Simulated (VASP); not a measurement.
Ir: single point with PBE

The system is Ir.

```
CELL_PARAMETERS angstrom
0.00000 1.91970 1.95809
1.91970 0.00000 1.95809
1.91970 1.91970 0.00000
ATOMIC_POSITIONS crystal
Ir 0.00000 0.00000 0.00000
```

This cell differs from its parent crystal: zz strain of +2 %.

- Program: VASP 6.6.1
- Task: single point
- Functional: PBE
- Potentials or basis: VASP PAW PBE potentials, release 64 (Ir)
- Cutoff: 520 eV
- k mesh: 15 × 15 × 15
- Occupations: fermi-dirac, width 0.05 eV
- Spin: no spin polarisation

```
Pressure : 2.1 GPa
```

Stress tensor (GPa, compression positive):
```
 4.58  0.00  0.00
 0.00  4.58  0.00
 0.00  0.00 -2.84
```

Levels at points of the mesh, in eV from the Fermi level:
```
           k point  band 2  band 3  band 4  band 5  band 6  band 7
(0.00, 0.00, 0.00)   -3.98   -3.72   -3.72   -1.38   -1.04   14.33
```

Wall time 18 s on 1 thread of Intel(R) Xeon(R) Platinum 8375C CPU @ 2.90GHz (Ice Lake), with other jobs on the host, peak memory 0.16 GiB.

Caveat: the cell differs from its parent crystal (zz strain of +2 %); spin-orbit coupling is left out, which moves the levels of the heavy elements.
